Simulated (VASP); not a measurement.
# VN2 (I4/mcm) in VASP: notebook

Runs on VN2. Level: PBEsol. Tasks: relaxation of shape and atoms at fixed volume.

All numbers are computed with VASP 6.6.1; they aren't measurements. Logs are shortened: lines on timing, memory, paths and dates and some standing lists are left out, and cuts for length are marked.

**1. The cell of the first run**

It takes space group I4/mcm (No. 140, tetragonal). The conventional cell has a = 4.135 Å, b = 4.135 Å, c = 4.744 Å, α = 90.00°, β = 90.00°, γ = 90.00°. V (site symmetry 422) has 8 N at 2.04 Å and 2 V at 2.37 Å within 2.7 Å. N (site symmetry m2m) has 1 N at 1.35 Å within 1.8 Å.

**2. Relaxation of shape and atoms at fixed volume, PBEsol (6.76 Å³/atom)**

File INCAR:

```
  PREC = Accurate
  ENCUT = 600
  EDIFF = 1E-6
  ISMEAR = 0
  SIGMA = 0.1
  LREAL = False
  LASPH = True
  NELM = 80
  ALGO = Normal
  ISIF = 4
  LWAVE = False
  LCHARG = False
  GGA = PS
  IBRION = 2
  NSW = 50
  EDIFFG = -0.01
```

File KPOINTS:

```
Automatic mesh
0
Gamma
  12 12 12
```

File POSCAR:

```
VN2
1.0
   -2.0676420778      2.0676420778      2.3718253418
    2.0676420778     -2.0676420778      2.3718253418
    2.0676420778      2.0676420778     -2.3718253418
V N
2 4
Direct
    0.2500000000      0.2500000000      0.0000000000
    0.7500000000      0.7500000000      0.0000000000
    0.1155839039      0.6155839039      0.7311678077
    0.6155839039      0.8844160961      0.5000000000
    0.8844160961      0.3844160961      0.2688321923
    0.3844160961      0.1155839039      0.5000000000
```

Potentials or basis: VASP PAW PBE potentials, release 64 (V_sv, N).

On the command line:

```sh
cat potpaw_PBE.64/V_sv/POTCAR potpaw_PBE.64/N/POTCAR > POTCAR
mpirun -np 1 vasp_std > vasp.out
```

OUTCAR:

```text
PREC = Accurate
   ENCUT = 600
   EDIFF = 1E-6
   ISMEAR = 0
   LREAL = False
   LASPH = True
   NELM = 80
   ISIF = 4
   GGA = PS
   IBRION = 2
   NSW = 50
   EDIFFG = -0.01

 ion  position               nearest neighbor table
   1  0.250  0.250  0.000-   5 2.04   3 2.04   6 2.04   6 2.04   4 2.04   4 2.04   3 2.04   5 2.04
                             2 2.37   2 2.37
   2  0.750  0.750  0.000-   5 2.04   3 2.04   4 2.04   4 2.04   6 2.04   6 2.04   5 2.04   3 2.04
                             1 2.37   1 2.37
   3  0.116  0.616  0.731-   5 1.35   1 2.04   2 2.04   2 2.04   1 2.04
   4  0.616  0.884  0.500-   6 1.35   2 2.04   1 2.04   2 2.04   1 2.04
   5  0.884  0.384  0.269-   3 1.35   2 2.04   1 2.04   2 2.04   1 2.04
   6  0.384  0.116  0.500-   4 1.35   1 2.04   2 2.04   1 2.04   2 2.04

  LATTYP: Found a body centered tetragonal cell.
 ALAT       =     4.1352841556
 C/A-ratio  =     1.1471160155

  Lattice vectors:

 A1 = (  -2.0676420778,   2.0676420778,   2.3718253418)
 A2 = (   2.0676420778,  -2.0676420778,   2.3718253418)
 A3 = (   2.0676420778,   2.0676420778,  -2.3718253418)

Analysis of symmetry for initial positions (statically):
=====================================================================
 Subroutine PRICEL returns:
 Original cell was already a primitive cell.

 Routine SETGRP: Setting up the symmetry group for a
 body centered tetragonal supercell.

 Subroutine GETGRP returns: Found 16 space group operations
 (whereof  8 operations were pure point group operations)
 out of a pool of 16 trial point group operations.

The static configuration has the point symmetry C_4h.
 The point group associated with its full space group is D_4h.

Analysis of symmetry for dynamics (positions and initial velocities):
=====================================================================
 Subroutine PRICEL returns:
 Original cell was already a primitive cell.

 Routine SETGRP: Setting up the symmetry group for a
 body centered tetragonal supercell.

 Subroutine GETGRP returns: Found 16 space group operations
 (whereof  8 operations were pure point group operations)
 out of a pool of 16 trial point group operations.

The dynamic configuration has the point symmetry C_4h.
 The point group associated with its full space group is D_4h.

 Subroutine INISYM returns: Found 16 space group operations
 (whereof  8 operations are pure point group operations),
 and found     1 'primitive' translations
[... 103 lines left out ...]
   EDIFF  = 0.1E-05   stopping-criterion for ELM
   LREAL  =      F    real-space projection
   EDIFFG = -.1E-01   stopping-criterion for IOM
   NSW    =     50    number of steps for IOM
   IBRION =      2    ionic relax: 0-MD 1-quasi-New 2-CG
   NFREE  =      1    steps in history (QN), initial steepest desc. (CG)
   ISIF   =      4    stress and relaxation
   ISYM   =      2    0-nonsym 1-usesym 2-fastsym
   POTIM  = 0.5000    time-step for ionic-motion
   TEBEG  =    0.0;   TEEND  =   0.0 temperature during run
   PSTRESS=    0.0 pullay stress
   NELECT =      46.0000    total number of electrons
   NUPDOWN=      -1.0000    fix difference up-down
   EMIN   =  10.00;   EMAX   =-10.00  energy-range for DOS
   EFERMI =   0.00;   METHOD = LEGACY
   ISMEAR =     0;   SIGMA  =   0.10  broadening in eV -4-tet -1-fermi 0-gaus
   EFERMI_NEDOS =   21; number of points for ismear=-14 and -15
   IALGO  =     38    algorithm
   IMIX   =      4    mixing-type and parameters
     AMIX     =   0.40;   BMIX     =  1.00
     AMIX_MAG =   1.60;   BMIX_MAG =  1.00
  volume/ion in A,a.u.               =       6.76        45.62
  Fermi-wavevector in a.u.,A,eV,Ry     =   1.707247  3.226229 39.656786  2.914692
  Thomas-Fermi vector in A             =   2.786134
   LORBIT       =      0    0 simple, 1 ext, 2 COOP (PROOUT), +10 PAW based schemes
   GGA     = PS    functional components
   LHFCALC =     F    Hartree Fock is set to
   AEXX    =    0.0000 exact exchange contribution
   IVDW    =     0    specifies the selected vdW correction
   LEPSILON=     F    determine dielectric tensor
   LRPA    =     F    only Hartree local field effects (RPA)
 conjugate gradient relaxation of ions
 non-spin polarized calculation
 Gauss-broadening in eV      SIGMA  =   0.10
  energy-cutoff  :      600.00
  volume of cell :       40.56
 maximum number of plane-waves:      1389
   NGX = 15   NGY = 15   NGZ = 15

--------------------------------------- Ionic step        1  -------------------------------------------

 number of electron      46.0000006 magnetization

 Free energy of the ion-electron system (eV)
  ---------------------------------------------------
  ext. energy  EPLUGINS =         0.00000000
  ---------------------------------------------------
  free energy    TOTEN  =       -56.50649766 eV

  energy without entropy =      -56.49704784  energy(sigma->0) =      -56.50177275

------------------------ aborting loop because EDIFF is reached ----------------------------------------

  FORCE on cell =-STRESS in cart. coord.  units (eV):
  Direction    XX          YY          ZZ          XY          YZ          ZX
  --------------------------------------------------------------------------------------
  -------------------------------------------------------------------------------------
  Total       10.6697343     10.6697343     10.1366747      0.0000000     -0.0000000      0.0000000
  in kB      421.4739807    421.4739807    400.4171500      0.0000000     -0.0000000      0.0000000
  external PRESSURE =     414.4550371 kB  Pullay stress =       0.0000000 kB
[... 147 lines left out ...]
--------------------------------------- Ionic step        5  -------------------------------------------

 number of electron      46.0000006 magnetization

 Free energy of the ion-electron system (eV)
  ---------------------------------------------------
  ext. energy  EPLUGINS =         0.00000000
  ---------------------------------------------------
  free energy    TOTEN  =       -56.50995984 eV

  energy without entropy =      -56.50052141  energy(sigma->0) =      -56.50524062

 E-fermi :  13.5299     XC(G=0): -14.6463

 val. band max:       13.5292342183   @ k =   0.5000   0.5000   0.5000
 cond. band min:      13.5310893039   @ k =   0.3333   0.1667   0.1667
 fundamental gap:      0.0018550856
 Fermi energy:        13.5298825166

 k-point     1 :       0.0000    0.0000    0.0000
  band No.  band energies     occupation
      1     -51.9165      2.00000
      2     -51.6271      2.00000
      3     -26.3851      2.00000
      4     -25.8838      2.00000
      5     -25.8838      2.00000
      6     -25.8814      2.00000
[... 709 lines left out ...]
     26      14.7261      0.00000
     27      15.4038      0.00000

 [... further k-points ...]
[... 5 lines left out ...]
  --------------------------------------------------------------------------------------
  -------------------------------------------------------------------------------------
  Total       10.3512433     10.3512433     10.3463396      0.0000000      0.0000000      0.0000000
  in kB      408.8930035    408.8930035    408.6992970      0.0000000      0.0000000      0.0000000
  external PRESSURE =     408.8284347 kB  Pullay stress =       0.0000000 kB
[... 21 lines left out ...]
  FREE ENERGIE OF THE ION-ELECTRON SYSTEM (eV)
  ---------------------------------------------------
  free  energy   TOTEN  =       -56.5099598392 eV

  energy  without entropy=      -56.5005214107  energy(sigma->0) =      -56.50524062

 reached required accuracy - stopping structural energy minimisation
```

CONTCAR:

```text
VN2
   1.00000000000000
    -2.0691876606327528    2.0691876606327528    2.3682833881210148
     2.0691876606327528   -2.0691876606327528    2.3682833881210148
     2.0691876606327528    2.0691876606327528   -2.3682833881210148
  V               N
     2     4
Direct
     0.2500000000000000    0.2500000000000000    0.0000000000000000
     0.7500000000000000    0.7500000000000000    0.0000000000000000
     0.1163816875787855    0.6163816875787855    0.7327633750575623
     0.6163816875787855    0.8836183124212145    0.5000000000000000
     0.8836183124212145    0.3836183124212144    0.2672366249424378
     0.3836183124212144    0.1163816875787855    0.5000000000000000

  0.00000000E+00  0.00000000E+00  0.00000000E+00
  0.00000000E+00  0.00000000E+00  0.00000000E+00
  0.00000000E+00  0.00000000E+00  0.00000000E+00
  0.00000000E+00  0.00000000E+00  0.00000000E+00
  0.00000000E+00  0.00000000E+00  0.00000000E+00
  0.00000000E+00  0.00000000E+00  0.00000000E+00
```

It took 5 min on 1 thread of Intel Xeon 6975P-C (Granite Rapids), shared host; peak memory 0.3 GiB.

Results:

```yaml
Free_energy: -56.5100 eV
Energy_gained_by_relaxing: 0.6 meV/atom
Ionic_steps: 5
Pressure_after_relaxing: 40.9 GPa
Largest_force_after_relaxing: 0.005 eV/Å
Band_gap_on_the_k_mesh: zero (bands 23 and 24 overlap by 0.47 eV)
```

Forces on the atoms (eV/Å):
```
V    0.000  0.000  0.000
V    0.000  0.000  0.000
N    0.003  0.003  0.000
N   -0.003  0.003  0.000
N   -0.003 -0.003  0.000
N    0.003 -0.003  0.000
```

The path:
```csv
step,energy change (eV),largest force (eV/Å),pressure (GPa),volume (Å³)
1,0.0000,0.3259,41.45,40.56
2,0.0120,0.6689,39.82,40.56
3,-0.0034,0.0079,40.88,40.56
4,-0.0034,0.0015,40.93,40.56
5,-0.0035,0.0046,40.88,40.56
```

Final structure:
```
V N
1.0
    -2.06919    2.06919    2.36828
     2.06919   -2.06919    2.36828
     2.06919    2.06919   -2.36828
V N
2 4
Direct
  0.25000 0.25000 0.00000
  0.75000 0.75000 0.00000
  0.11638 0.61638 0.73276
  0.61638 0.88362 0.50000
  0.88362 0.38362 0.26724
  0.38362 0.11638 0.50000
```

Caveat: the PAW data sets were made with another functional, which shifts forces and pressure a little; the run has no spin polarisation, though such a crystal can be magnetic. With open d or f shells a metallic result of PBEsol can be an artefact of self-interaction; +U or a hybrid may open a gap.

**3. Relaxation of shape and atoms at fixed volume, PBEsol (6.98 Å³/atom)**

This run uses another cell than the first one, of 6.98 Å³/atom.

File INCAR:

```
SYSTEM = VN2
PREC = Accurate
ENCUT = 600
EDIFF = 1E-7
ISMEAR = 0
SIGMA = 0.1
LREAL = .False.
LASPH = .True.
NELM = 80
ALGO = Normal
ISIF = 4
LWAVE = .False.
LCHARG = .False.
GGA = PS
IBRION = 2
NSW = 50
EDIFFG = -0.01
```

File KPOINTS:

```
Automatic mesh
0
Gamma
  12 12 12
  0 0 0
```

File POSCAR:

```
VN2
1.0
   -2.0885224180      2.0885224180      2.4012733841
    2.0885224180     -2.0885224180      2.4012733841
    2.0885224180      2.0885224180     -2.4012733841
V N
2 4
Direct
    0.2500000000      0.2500000000      0.0000000000
    0.7500000000      0.7500000000      0.0000000000
    0.1149555600      0.6149555600      0.7299111201
    0.6149555600      0.8850444400      0.5000000000
    0.8850444400      0.3850444400      0.2700888799
    0.3850444400      0.1149555600      0.5000000000
```

Potentials or basis: VASP PAW PBE potentials, release 64 (V_sv, N).

On the command line:

```sh
cat potpaw_PBE.64/V_sv/POTCAR potpaw_PBE.64/N/POTCAR > POTCAR
mpirun -np 1 vasp_std > vasp.out
```

Run time: 5.2 min. Hardware: 1 thread of Intel Xeon 6975P-C (Granite Rapids), shared host; peak memory 0.31 GiB.

It converged, with:

| Property | Result |
| --- | --- |
| Free energy | -56.7879 eV |
| Energy gained by relaxing | 0.6 meV/atom |
| Ionic steps | 5 |
| Pressure after relaxing | 25.1 GPa |
| Largest force after relaxing | 0.005 eV/Å |
| Band gap on the k mesh | zero (bands 23 and 24 overlap by 0.45 eV) |

Forces on the atoms (eV/Å):
```
V    0.000  0.000  0.000
V    0.000  0.000  0.000
N    0.004  0.004  0.000
N   -0.004  0.004  0.000
N   -0.004 -0.004  0.000
N    0.004 -0.004  0.000
```

Step by step:
| step | energy change (eV) | largest force (eV/Å) | pressure (GPa) | volume (Å³) |
| --- | --- | --- | --- | --- |
| 1 | 0.0000 | 0.3278 | 25.72 | 41.90 |
| 2 | 0.0097 | 0.6014 | 24.04 | 41.90 |
| 3 | -0.0038 | 0.0084 | 25.06 | 41.90 |
| 4 | -0.0038 | 0.0021 | 25.08 | 41.90 |
| 5 | -0.0038 | 0.0050 | 25.06 | 41.90 |

Final structure:
```
V N
1.0
    -2.09031    2.09031    2.39717
     2.09031   -2.09031    2.39717
     2.09031    2.09031   -2.39717
V N
2 4
Direct
  0.25000 0.25000 0.00000
  0.75000 0.75000 0.00000
  0.11581 0.61581 0.73162
  0.61581 0.88419 0.50000
  0.88419 0.38419 0.26838
  0.38419 0.11581 0.50000
```

Levels at points of the mesh, in eV from the Fermi level:
| k point | band 19 | band 20 | band 21 | band 22 | band 23 | band 24 | band 25 | band 26 | band 27 |
| --- | --- | --- | --- | --- | --- | --- | --- | --- | --- |
| (0.00, 0.00, 0.00) | -3.53 | -3.39 | -3.11 | -2.98 | -2.98 | 0.86 | 1.02 | 1.02 | 1.68 |
| (0.50, 0.00, 0.00) | -3.83 | -3.83 | -3.65 | -3.65 | 0.17 | 0.17 | 0.86 | 0.86 | 1.26 |
| (0.50, 0.50, 0.00) | -5.66 | -5.00 | -3.22 | -3.00 | -1.60 | 0.03 | 0.92 | 1.25 | 2.22 |
| (0.50, 0.50, 0.50) | -5.23 | -2.42 | -2.42 | -0.42 | -0.30 | -0.08 | -0.02 | 0.01 | 2.07 |

Caveat: the PAW data sets were made with another functional, which shifts forces and pressure a little; the run has no spin polarisation, though such a crystal can be magnetic. With open d or f shells a metallic result of PBEsol can be an artefact of self-interaction; +U or a hybrid may open a gap.

(Continued in part 2 of 2.)
